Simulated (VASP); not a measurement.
# Na2Sr2Te3 (P6/mmm) in VASP: a series of runs

Runs on Na2Sr2Te3. Level: PBE. Tasks: single point.

Program: VASP 6.6.1. These are calculated values, not measurements. Logs are shortened: lines on timing, memory, paths and dates and some standing lists are left out, and cuts for length are marked.

## (1) The cell of the first run

It takes space group P6/mmm (No. 191, hexagonal). The conventional cell has a = 4.555 Å, b = 4.555 Å, c = 6.915 Å, α = 90.00°, β = 90.00°, γ = 120.00°. Na (site symmetry -6m2) has 3 Na at 2.63 Å and 9 Te at 2.63 to 3.03 Å and 2 Sr at 3.46 Å within 3.5 Å. Within 3.5 Å of Sr (site symmetry -6m2) lie 3 Sr at 2.63 Å and 6 Te at 3.28 Å and 2 Na at 3.46 Å. Within 2.0 Å of Te (site symmetry 6/mmm) lie 2 Te at 1.50 Å. Within 2.0 Å of Te (site symmetry 6mm) lie 1 Te at 1.50 Å.

The cell was built from a structure type or drawn by symmetry, and may not be a known phase.

## (2) Single point, PBE

The input, INCAR:

```
  ALGO = Fast
  EDIFF = 1E-6
  ENCUT = 520
  GGA = PE
  ISIF = 2
  ISMEAR = 0
  LASPH = T
  LCHARG = F
  LREAL = F
  LWAVE = F
  NBANDS = 35
  NELM = 60
  PREC = Accurate
  SIGMA = 0.1
```

The input, KPOINTS:

```
k-points
0
Gamma
  6 6 4
```

The input, POSCAR:

```
Na2Sr2Te3
1.0
    4.5547563800      0.0000000000      0.0000000000
   -2.2773781900      3.9445347300      0.0000000000
    0.0000000000      0.0000000000      6.9145380900
Na Sr Te
2 2 3
Direct
    0.3333333300      0.6666666700      0.5000000000
    0.6666666700      0.3333333300      0.5000000000
    0.3333333300      0.6666666700      0.0000000000
    0.6666666700      0.3333333300      0.0000000000
    0.0000000000      0.0000000000      0.5000000000
    0.0000000000      0.0000000000      0.2835658100
    0.0000000000      0.0000000000      0.7164341900
```

Potentials or basis: VASP PAW PBE potentials, release 64 (Na_pv, Sr_sv, Te).

Launch:

```console
> cat potpaw_PBE.64/Na_pv/POTCAR potpaw_PBE.64/Sr_sv/POTCAR potpaw_PBE.64/Te/POTCAR > POTCAR
> mpirun -np 1 vasp_std > vasp.out
```

OUTCAR:

```text
EDIFF = 1E-6
   ENCUT = 520
   GGA = PE
   ISIF = 2
   ISMEAR = 0
   LASPH = T
   LREAL = F
   NELM = 60
   PREC = Accurate

 ion  position               nearest neighbor table
   1  0.333  0.667  0.500-   2 2.63   5 2.63   2 2.63   5 2.63   5 2.63   2 2.63   6 3.03   7 3.03
                             7 3.03   6 3.03   7 3.03   6 3.03   3 3.46   3 3.46
   2  0.667  0.333  0.500-   1 2.63   5 2.63   1 2.63   5 2.63   5 2.63   1 2.63   6 3.03   7 3.03
                             6 3.03   7 3.03   6 3.03   7 3.03   4 3.46   4 3.46
   3  0.333  0.667  0.000-   4 2.63   4 2.63   4 2.63   7 3.28   6 3.28   7 3.28   6 3.28   7 3.28
                             6 3.28   1 3.46   1 3.46   5 4.34   5 4.34   5 4.34   5 4.34   5 4.34
   4  0.667  0.333  0.000-   3 2.63   3 2.63   3 2.63   7 3.28   6 3.28   6 3.28   7 3.28   6 3.28
                             7 3.28   2 3.46   2 3.46   5 4.34   5 4.34   5 4.34   5 4.34   5 4.34
   5  0.000  0.000  0.500-   6 1.50   7 1.50   1 2.63   2 2.63   1 2.63   2 2.63   2 2.63   1 2.63
                             3 4.34   4 4.34   3 4.34   4 4.34   3 4.34   4 4.34   4 4.34   3 4.34
   6  0.000  0.000  0.284-   5 1.50   7 2.99   1 3.03   2 3.03   1 3.03   2 3.03   2 3.03   1 3.03
                             3 3.28   4 3.28   4 3.28   3 3.28   4 3.28   3 3.28
   7  0.000  0.000  0.716-   5 1.50   6 2.99   1 3.03   2 3.03   1 3.03   2 3.03   2 3.03   1 3.03
                             3 3.28   4 3.28   4 3.28   3 3.28   4 3.28   3 3.28

 -----------------------------------------------------------------------------
|                                                                             |
|           W    W    AA    RRRRR   N    N  II  N    N   GGGG   !!!           |
|           W    W   A  A   R    R  NN   N  II  NN   N  G    G  !!!           |
|           W    W  A    A  R    R  N N  N  II  N N  N  G       !!!           |
|           W WW W  AAAAAA  RRRRR   N  N N  II  N  N N  G  GGG   !            |
|           WW  WW  A    A  R   R   N   NN  II  N   NN  G    G                |
|           W    W  A    A  R    R  N    N  II  N    N   GGGG   !!!           |
|                                                                             |
|     The distance between some ions is very small. Please check the          |
|     nearest-neighbor list in the OUTCAR file.                               |
|     I HOPE YOU KNOW WHAT YOU ARE DOING!                                     |
|                                                                             |
 -----------------------------------------------------------------------------

  LATTYP: Found a hexagonal cell.
 ALAT       =     4.5547563800
 C/A-ratio  =     1.5180917514

  Lattice vectors:

 A1 = (   4.5547563800,   0.0000000000,   0.0000000000)
 A2 = (  -2.2773781900,   3.9445347300,   0.0000000000)
 A3 = (   0.0000000000,   0.0000000000,   6.9145380900)

Analysis of symmetry for initial positions (statically):
=====================================================================
 Subroutine PRICEL returns:
 Original cell was already a primitive cell.

 Routine SETGRP: Setting up the symmetry group for a
 hexagonal supercell.

 Subroutine GETGRP returns: Found 24 space group operations
 (whereof 24 operations were pure point group operations)
 out of a pool of 24 trial point group operations.

The static configuration has the point symmetry D_6h.

Analysis of symmetry for dynamics (positions and initial velocities):
=====================================================================
 Subroutine PRICEL returns:
 Original cell was already a primitive cell.

 Routine SETGRP: Setting up the symmetry group for a
 hexagonal supercell.

 Subroutine GETGRP returns: Found 24 space group operations
 (whereof 24 operations were pure point group operations)
 out of a pool of 24 trial point group operations.

The dynamic configuration has the point symmetry D_6h.

 Subroutine INISYM returns: Found 24 space group operations
 (whereof 24 operations are pure point group operations),
 and found     1 'primitive' translations

----------------------------------------------------------------------------------------

                                     Primitive cell

  volume of cell :     124.2293

  direct lattice vectors                    reciprocal lattice vectors
     4.554756380  0.000000000  0.000000000     0.219550711  0.126757662  0.000000000
[... 31 lines left out ...]
 generate k-points for:    6    6    4

 Generating k-lattice:

  Cartesian coordinates                     Fractional coordinates (reciprocal lattice)
     0.036591785  0.021126277  0.000000000     0.166666667  0.000000000  0.000000000
     0.000000000  0.042252554  0.000000000     0.000000000  0.166666667  0.000000000
     0.000000000  0.000000000  0.036155705     0.000000000  0.000000000  0.250000000

  Length of vectors
     0.042252554  0.042252554  0.036155705

  Shift w.r.t. Gamma in fractional coordinates (k-lattice)
     0.000000000  0.000000000  0.000000000

 Subroutine IBZKPT returns following result:
 ===========================================

 Found     21 irreducible k-points:

 Following reciprocal coordinates:
            Coordinates               Weight
  0.000000  0.000000  0.000000      1.000000
  0.166667  0.000000  0.000000      6.000000
  0.333333  0.000000  0.000000      6.000000
  0.500000  0.000000  0.000000      3.000000
  0.166667  0.166667  0.000000      6.000000
  0.333333  0.166667  0.000000     12.000000
[... 13 lines left out ...]
  0.333333  0.166667  0.500000     12.000000
  0.333333  0.333333  0.500000      2.000000
   k-points           NKPTS =     21   k-points in BZ     NKDIM =     21   number of bands    NBANDS=     35
   number of dos      NEDOS =    301   number of ions     NIONS =      7
   total plane-waves  NPLWV =  69984
   dimension x,y,z NGX =    36 NGY =   36 NGZ =   54
   dimension x,y,z NGXF=    72 NGYF=   72 NGZF=  108
   ions per type =               2   2   3
   NGX,Y,Z   is equivalent  to a cutoff of  13.14, 13.14, 12.98 a.u.
   NGXF,Y,Z  is equivalent  to a cutoff of  26.28, 26.28, 25.97 a.u.
 SYSTEM =  unknown system
   PREC   = accura    normal or accurate (medium, high low for compatibility)
   ISTART =      0    job   : 0-new  1-cont  2-samecut
   ICHARG =      2    charge: 1-file 2-atom 10-const
   ISPIN  =      1    spin polarized calculation?
   LNONCOLLINEAR =      F non collinear calculations
   LSORBIT =      F    spin-orbit coupling
   LASPH  =      T    aspherical Exc in radial PAW
   ENCUT  =  520.0 eV  38.22 Ry    6.18 a.u.   8.47  8.47 12.86*2*pi/ulx,y,z
   NELM   =     60;   NELMIN=  2; NELMDL= -5     # of ELM steps
   EDIFF  = 0.1E-05   stopping-criterion for ELM
   LREAL  =      F    real-space projection
   EDIFFG = 0.1E-04   stopping-criterion for IOM
   NSW    =      0    number of steps for IOM
   IBRION =     -1    ionic relax: 0-MD 1-quasi-New 2-CG
   NFREE  =      0    steps in history (QN), initial steepest desc. (CG)
   ISIF   =      2    stress and relaxation
   ISYM   =      2    0-nonsym 1-usesym 2-fastsym
   POTIM  = 0.5000    time-step for ionic-motion
   TEBEG  =    0.0;   TEEND  =   0.0 temperature during run
   PSTRESS=    0.0 pullay stress
   NELECT =      52.0000    total number of electrons
   NUPDOWN=      -1.0000    fix difference up-down
   EMIN   =  10.00;   EMAX   =-10.00  energy-range for DOS
   EFERMI =   0.00;   METHOD = LEGACY
   ISMEAR =     0;   SIGMA  =   0.10  broadening in eV -4-tet -1-fermi 0-gaus
   EFERMI_NEDOS =   21; number of points for ismear=-14 and -15
   IALGO  =     68    algorithm
   IMIX   =      4    mixing-type and parameters
     AMIX     =   0.40;   BMIX     =  1.00
     AMIX_MAG =   1.60;   BMIX_MAG =  1.00
  volume/ion in A,a.u.               =      17.75       119.76
  Fermi-wavevector in a.u.,A,eV,Ry     =   1.224620  2.314196 20.404568  1.499693
  Thomas-Fermi vector in A             =   2.359688
   LORBIT       =      0    0 simple, 1 ext, 2 COOP (PROOUT), +10 PAW based schemes
   GGA     = PE    functional components
   LHFCALC =     F    Hartree Fock is set to
   AEXX    =    0.0000 exact exchange contribution
   IVDW    =     0    specifies the selected vdW correction
   LEPSILON=     F    determine dielectric tensor
   LRPA    =     F    only Hartree local field effects (RPA)
 non-spin polarized calculation
 RMM-DIIS sequential band-by-band and
 Gauss-broadening in eV      SIGMA  =   0.10
  energy-cutoff  :      520.00
  volume of cell :      124.23
 maximum number of plane-waves:      3380
 NGX is ok and might be reduce to    36
   NGX = 17   NGY = 17   NGZ = 25

 number of electron      52.0000001 magnetization

 Free energy of the ion-electron system (eV)
  ---------------------------------------------------
  ext. energy  EPLUGINS =         0.00000000
  ---------------------------------------------------
  free energy    TOTEN  =        92.34403784 eV

  energy without entropy =       92.36883847  energy(sigma->0) =       92.35643816

 E-fermi :  10.9476     XC(G=0): -10.9922

 val. band max:       10.9340205280   @ k =   0.1667   0.1667   0.5000
 cond. band min:      10.9679863728   @ k =   0.3333   0.0000   0.2500
 fundamental gap:      0.0339658448
 Fermi energy:        10.9476006746

 k-point     1 :       0.0000    0.0000    0.0000
  band No.  band energies     occupation
      1     -26.0979      2.00000
      2     -24.7061      2.00000
      3     -15.5169      2.00000
      4     -15.5169      2.00000
      5     -15.2326      2.00000
      6     -15.2326      2.00000
[... 787 lines left out ...]
     34      14.4808      0.00000
     35      15.8231      0.00000

------------------------ aborting loop because EDIFF is reached ----------------------------------------

  FORCE on cell =-STRESS in cart. coord.  units (eV):
  Direction    XX          YY          ZZ          XY          YZ          ZX
  --------------------------------------------------------------------------------------
  -------------------------------------------------------------------------------------
  Total       37.6807908     37.6807907    504.4012351      0.0000000     -0.0000000      0.0000000
  in kB      485.9666662    485.9666654   6505.2293585      0.0000000     -0.0000000      0.0000000
  external PRESSURE =    2492.3875633 kB  Pullay stress =       0.0000000 kB

 VOLUME and BASIS-vectors are now :
 -----------------------------------------------------------------------------
  energy-cutoff  :      520.00
  volume of cell :      124.23
      direct lattice vectors                 reciprocal lattice vectors
     4.554756380  0.000000000  0.000000000     0.219550711  0.126757662  0.000000000
    -2.277378190  3.944534730  0.000000000     0.000000000  0.253515324  0.000000000
     0.000000000  0.000000000  6.914538090     0.000000000  0.000000000  0.144622820

 POSITION                                       TOTAL-FORCE (eV/Angst)
 -----------------------------------------------------------------------------------
     -0.00000      2.62969      3.45727        -0.000000     -0.000000      0.000000
      2.27738      1.31484      3.45727         0.000000      0.000000     -0.000000
     -0.00000      2.62969      0.00000        -0.000000      0.000000      0.000000
      2.27738      1.31484      0.00000         0.000000     -0.000000     -0.000000
      0.00000      0.00000      3.45727         0.000000      0.000000      0.000000
      0.00000      0.00000      1.96073         0.000000     -0.000000   -166.521600
      0.00000      0.00000      4.95381         0.000000      0.000000    166.521600
 -----------------------------------------------------------------------------------
    total drift:                                0.000000     -0.000000      0.000000

  FREE ENERGIE OF THE ION-ELECTRON SYSTEM (eV)
  ---------------------------------------------------
  free  energy   TOTEN  =        92.3440378361 eV

  energy  without entropy=       92.3688384743  energy(sigma->0) =       92.35643816
```

Wall time 6.3 min (1 thread of Oxide Virtual Turin-like, shared host); peak memory 0.26 GiB.

Results:

- Free energy: 92.3440 eV
- Pressure: 249.2 GPa
- Largest force: 166.522 eV/Å
- Band gap on the k mesh: zero (bands 26 and 27 overlap by 0.91 eV)

Forces in eV/Å, atoms in the order of the input:
```
Na     0.000    0.000    0.000
Na     0.000    0.000    0.000
Sr     0.000    0.000    0.000
Sr     0.000    0.000    0.000
Te     0.000    0.000    0.000
Te     0.000    0.000 -166.522
Te     0.000    0.000  166.522
```

Levels at points of the mesh, in eV from the Fermi level:
```csv
k point,band 24,band 25,band 26,band 27,band 28,band 29
"(0.00, 0.00, 0.00)",-0.95,-0.95,-0.39,-0.39,-0.24,-0.24
"(0.50, 0.00, 0.00)",-2.13,-1.12,-0.10,0.92,0.98,1.04
"(0.00, 0.00, 0.50)",-1.08,-0.88,-0.82,-0.40,-0.40,1.67
"(0.50, 0.00, 0.50)",-1.56,-1.35,-0.43,0.52,1.44,1.66
```

Caveat: atoms lie so close that the PAW spheres overlap strongly, which falsifies energies and pressures; the cell stands under pressure; spin-orbit coupling is left out, which moves the levels of the heavy elements; forces of over 1 eV/Å act on the atoms, so gaps and moduli don't describe the material at rest.

(Continued in part 2 of 2.)
